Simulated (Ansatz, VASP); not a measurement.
PbSe in VASP and in Ansatz

```
CELL_PARAMETERS angstrom
0.00000 3.10918 3.10918
3.10918 0.00000 3.10918
3.10918 3.10918 0.00000
ATOMIC_POSITIONS crystal
Pb 0.00000 0.00000 0.00000
Se 0.50000 0.50000 0.50000
```

Alike in both runs: functional PBE; k mesh 10 × 10 × 10; occupations gaussian, width 0.02 eV; no spin polarisation.

Ansatz relaxed the structure, and its values are those at the end. VASP's run is a single point on that final structure, the one shown.

```csv
,VASP,Ansatz
version,VASP 6.6.1,Ansatz 0.2.0
potentials or method,"VASP PAW PBE potentials, release 64 (Pb_d, Se), cutoff 500 eV","scalar-relativistic, plane waves, PAW"
valence electrons in the cell,20,30
```

```csv
,VASP,Ansatz,Ansatz less VASP
gap on the k mesh at the Fermi level (eV),0.44,0.43,-0.005
least direct gap on the mesh (eV),0.44,0.43,-0.005
pressure (GPa),0.0,0.0,+0.02
```

With one functional, cell and mesh, what is left measures potentials, basis and numerics. VASP's potentials hold 20 valence electrons a cell and Ansatz's 30, so a difference there can come from the potentials and not from the codes.

Neither program's run includes spin-orbit coupling.
